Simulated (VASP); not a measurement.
**MgC18: single point with PBE**

Slab: MgC18, a slab with vacuum.

```xyz
19
Lattice="7.3980 0.0000 0.0000 -3.6990 6.4069 0.0000 0.0000 0.0000 11.0000" Properties=species:S:1:pos:R:3 pbc="T T T"
C    -0.0173    0.0118    0.8933
C     1.2240    0.7140    0.8934
C    -1.2502    2.1472    0.8942
C    -0.0090    2.8495    0.8937
C    -2.4832    4.2829    0.8933
C    -1.2420    4.9852    0.8940
C     2.4488    0.0117    0.8932
C     3.6900    0.7139    0.8933
C     1.2157    2.1473    0.8929
C     2.4570    2.8495    0.8929
C    -0.0172    4.2829    0.8934
C     1.2240    4.9851    0.8929
C     4.9148    0.0117    0.8936
C     6.1560    0.7139    0.8933
C     3.6818    2.1472    0.8932
C     4.9231    2.8495    0.8934
C     2.4487    4.2829    0.8929
C     3.6900    4.9851    0.8931
Mg    3.4055    3.2081    5.0699
```

* Program: VASP 6.6.1
* Task: single point
* Functional: PBE
* Potentials or basis: VASP PAW PBE potentials, release 64 (C, Mg)
* Cutoff: 520 eV
* k mesh: 2 × 2 × 1
* Occupations: gaussian, width 0.05 eV
* Spin: no spin polarisation

```json
{
 "Largest force": "0.015 eV/Å",
 "Band gap on the k mesh": "0.16 eV, direct"
}
```

Forces in eV/Å, atoms in the order of the input:
```
C   -0.001 -0.004  0.001
C    0.002 -0.003  0.000
C    0.002 -0.001 -0.006
C   -0.001  0.011 -0.005
C    0.005 -0.001  0.000
C    0.009  0.001 -0.012
C    0.000 -0.015  0.004
C    0.001 -0.003 -0.001
C    0.002 -0.001  0.005
C   -0.001  0.003 -0.001
C   -0.010  0.005  0.000
C   -0.003  0.005  0.001
C   -0.006 -0.008 -0.004
C    0.009  0.002  0.009
C   -0.009 -0.003  0.000
C    0.003  0.007  0.003
C   -0.003 -0.003 -0.001
C    0.002  0.007  0.004
Mg   0.001  0.001  0.002
```

Levels at points of the mesh, in eV from the valence-band top:
```csv
k point,band 34,band 35,band 36,band 37,band 38,band 39,band 40,band 41
"(0.00, 0.00, 0.00)",-2.79,-0.45,0.00,0.00,0.16,0.16,2.94,3.41
"(0.50, 0.00, 0.00)",-2.53,-2.53,-2.30,-0.35,1.78,2.50,2.51,2.55
"(0.00, 0.50, 0.00)",-2.54,-2.54,-2.35,-0.35,1.86,2.53,2.53,2.55
"(0.50, 0.50, 0.00)",-2.57,-2.57,-2.20,-0.35,1.62,2.55,2.58,2.59
```

Wall time 7.4 min on 1 thread of AMD EPYC 7R13, with other jobs on the host, peak memory 0.53 GiB.

Caveat: the k points lie up to 0.49 Å⁻¹ apart.
